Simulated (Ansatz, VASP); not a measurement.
## AlNi: VASP beside Ansatz

Contents of INCAR:

```
PREC = Accurate ; ENCUT = 520
EDIFF = 1E-7 ; ISMEAR = -1
SIGMA = 0.08 ; LREAL = F
LASPH = T ; NELM = 60
ALGO = Normal ; ISIF = 2
LWAVE = F ; LCHARG = T
GGA = PE ; LELF = T
LVHAR = T ; NBANDS = 14
```

The input KPOINTS:

```
Automatic mesh
0
Gamma
  15 15 13
```

File POSCAR:

```
AlNi
1.0
    2.2160438338      0.0000000000      0.0000000000
   -1.1080219169      1.9191502560      0.0000000000
    0.0000000000      0.0000000000      3.2559360154
Ni Al
1 1
Direct
    0.0000000000      0.0000000000      0.0000000000
    0.3333333333      0.6666666667      0.5000000000
```

Input for Ansatz:

```yaml
crystal:
  lattice:
    - [2.2160438338, 0.0, 0.0]
    - [-1.1080219169, 1.919150256, 0.0]
    - [0.0, 0.0, 3.2559360154]
  atoms:
    - { symbol: Ni, position: [0.0, 0.0, 0.0] }
    - { symbol: Al, position: [0.3333333333, 0.6666666667, 0.5] }
kpoints:
  mp_grid: { grid: [15, 15, 13] }
scf:
  occupations: { method: fermi_dirac, width: 0.08 }
hamiltonian:
  xc: pbe
  pseudopotentials: { kind: all_electron, datasets: crystal }
output:
  forces: true
  stress: true
  eigenvalues: true
```

Change from the starting cell: volume scaled by 0.55, crystal datasets.

Alike in both runs: task single point; functional PBE; k mesh 15 × 15 × 13; occupations fermi-dirac, width 0.08 eV; no spin polarisation.

|  | VASP | Ansatz |
| --- | --- | --- |
| version | VASP 6.6.1 | Ansatz 0.2.0 |
| potentials or method | VASP PAW PBE potentials, release 64 (Ni, Al), cutoff 520 eV | all-electron PAW with datasets made for the crystal, scalar-relativistic |

Ansatz gave:

* pressure (GPa): 310.2
* traceless stress, the component that is largest in VASP (GPa): 0.36

Q: Estimate VASP's values.

A: Pressure (GPa): 312.8; traceless stress, the component that is largest in VASP (GPa): 0.21.

Both programs put the cell under a high pressure, so it lies far from rest at this level. Ansatz ran all-electron here, and VASP with PAW potentials.

Noted on VASP's run: the cell as given lies far from equilibrium.
